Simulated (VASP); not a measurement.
Input of a VASP 6.6.1 run:

The input POSCAR:

```
HfO2
1.0
    0.0000000000      2.4598827226      2.5291823181
    2.5291823181      0.0000000000      2.5291823181
    2.5291823181      2.4598827226      0.0000000000
Hf O
1 2
Direct
    0.0000000000      0.0000000000      0.0000000000
    0.2500000000      0.2500000000      0.2500000000
    0.7500000000      0.7500000000      0.7500000000
```

Contents of INCAR.step1:

```
  PREC = Accurate
  ENCUT = 520
  ISMEAR = 0
  SIGMA = 0.01
  LREAL = F
  LASPH = T
  NELM = 60
  NBANDS = 18
  GGA = PE
  ALGO = Normal
  EDIFF = 1E-4
  LWAVE = T
  LCHARG = F
```

File INCAR.step2:

```
  PREC = Accurate
  ENCUT = 520
  EDIFF = 1E-7
  ISMEAR = 0
  SIGMA = 0.01
  LREAL = F
  LASPH = T
  NELM = 60
  ALGO = Normal
  ISIF = 2
  LWAVE = F
  LCHARG = F
  METAGGA = R2SCAN
  LMIXTAU = T
  NBANDS = 18
  ISTART = 1
```

Contents of KPOINTS:

```
Automatic mesh
0
Gamma
  8 8 8
```

Potentials or basis: VASP PAW PBE potentials, release 64 (Hf_pv, O).

The run is started by

```bash
$ cat potpaw_PBE.64/Hf_pv/POTCAR potpaw_PBE.64/O/POTCAR > POTCAR
$ cp INCAR.step1 INCAR
$ mpirun -np 1 vasp_std > vasp.out
$ cp INCAR.step2 INCAR
$ mpirun -np 1 vasp_std > vasp.out
```

(1) Predict the pressure.

(2) Predict the band gap on the k mesh.

## Answers

(1) 3.8 GPa.

(2) 4.12 eV, indirect (least direct gap 4.16 eV).

Caveat: the cell differs from its parent crystal (uniaxial y strain -2.7%); the PAW data sets were made with another functional, which shifts forces and pressure a little; spin-orbit coupling is left out, which moves the levels of the heavy elements.
